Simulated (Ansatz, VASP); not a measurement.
# Pt in VASP and in Ansatz

The input INCAR:

```
SYSTEM = Pt
ALGO     = Fast           ! electronic algorithm
EDIFF    = 1E-6           ! SCF threshold, eV
EDIFFG   = -0.01          ! ionic threshold
ENCUT    = 600            ! plane-wave cutoff, eV
GGA      = RE             ! functional
IBRION   = 2              ! ionic algorithm
ISIF     = 3              ! what is computed and relaxed
ISMEAR   = -1             ! smearing method
LASPH    = .True.         ! aspherical terms in the spheres
LCHARG   = .False.        ! write CHGCAR
LREAL    = .False.        ! projectors in reciprocal space
LWAVE    = .False.        ! write WAVECAR
NELM     = 100            ! most SCF steps
NSW      = 60             ! ionic steps
PREC     = Accurate       ! precision mode
SIGMA    = 0.05           ! smearing width, eV
```

The input KPOINTS:

```
k-points
0
Gamma
  12 12 12
  0 0 0
```

File POSCAR:

```
Pt
1.0
   -1.5842200000      1.5842200000      1.5842200000
    1.5842200000     -1.5842200000      1.5842200000
    1.5842200000      1.5842200000     -1.5842200000
Pt
1
Direct
    0.0000000000      0.0000000000      0.0000000000
```

File input.yaml:

```yaml
crystal:
  lattice:
    - [-1.58422, 1.58422, 1.58422]
    - [1.58422, -1.58422, 1.58422]
    - [1.58422, 1.58422, -1.58422]
  atoms:
    - { symbol: Pt, position: [0.0, 0.0, 0.0] }
hamiltonian:
  xc: revpbe
  pseudopotentials: { kind: paw }
kpoints:
  mp_grid: { grid: [12, 12, 12] }
scf:
  occupations: { method: fermi_dirac, width: 0.05 }
output:
  forces: true
  stress: true
  eigenvalues: true
  write_density: true
  write_potential: true
  elf: true
  volumetric_format: npy
relax:
  f_tol: 0.01
  max_steps: 40
  cell: { stress_tol: 0.05 }
```

Alike in both runs: task relaxation of cell and atoms; functional revPBE; k mesh 12 × 12 × 12; occupations fermi-dirac, width 0.05 eV; no spin polarisation.

|  | VASP | Ansatz |
| --- | --- | --- |
| version | VASP 6.6.1 | Ansatz 0.2.0 |
| potentials or method | VASP PAW PBE potentials, release 64 (Pt) | Ansatz PAW |
| plane-wave cutoff (eV) | 600 | 420 |
| valence electrons in the cell | 10 | 18 |

VASP gave:

```
gap on the k mesh at the Fermi level, each at its own relaxed structure (eV) : none
relaxed volume (Å³/atom)                                                     : 15.98
relaxed cell length with the largest relative difference (Å)                 : 2.748
```

What did Ansatz give for the same quantities?

gap on the k mesh at the Fermi level, each at its own relaxed structure (eV): none; relaxed volume (Å³/atom): 16.01; relaxed cell length with the largest relative difference (Å): 2.750.

VASP's potentials were made for PBE, not for revPBE. A gap of «none» marks a metal or a gap that the smearing closes. VASP's potentials hold 10 valence electrons a cell and Ansatz's 18, so a difference there can come from the potentials and not from the codes.

Neither program's run includes spin-orbit coupling. Noted on Ansatz's run: the plane-wave basis is chosen anew once the cell has moved, so the energies of steps on either side of that aren't comparable.
